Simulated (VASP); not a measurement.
Here is a VASP 6.6.1 calculation.

The input INCAR:

```
SYSTEM = TlCl
PREC = Accurate ; ENCUT = 500
EDIFF = 1E-6 ; ISMEAR = 0
SIGMA = 0.05 ; LREAL = .False.
LASPH = .True. ; NELM = 120
ALGO = Normal ; ISIF = 2
LWAVE = .False. ; LCHARG = .False.
GGA = CA ; NBANDS = 17
GGA_COMPAT = .False.
```

KPOINTS

```
Automatic mesh
0
Gamma
  4 4 4
  0 0 0
```

Contents of POSCAR:

```
TlCl
1.0
    3.9578618958      0.0000000000      0.0000000000
    0.0000000000      3.9578618958      0.0000000000
    0.0000000000      0.0000000000      3.9578618958
Tl Cl
1 1
Direct
    0.0000000000      0.0000000000      0.0000000000
    0.5000000000      0.5000000000      0.5000000000
```

Potentials or basis: VASP PAW LDA potentials, release 64 (Tl_d, Cl).

Run with:

```sh
$ cat potpaw_LDA.64/Tl_d/POTCAR potpaw_LDA.64/Cl/POTCAR > POTCAR
$ mpirun -np 1 vasp_std > vasp.out
```

Q: What does it give for the pressure?

A: -4.5 GPa.

Q: Estimate the band gap on the k mesh.

A: 2.05 eV.

Caveat: the cell stands under tension; spin-orbit coupling is left out, which moves the levels of the heavy elements. A k mesh can miss the band edges.
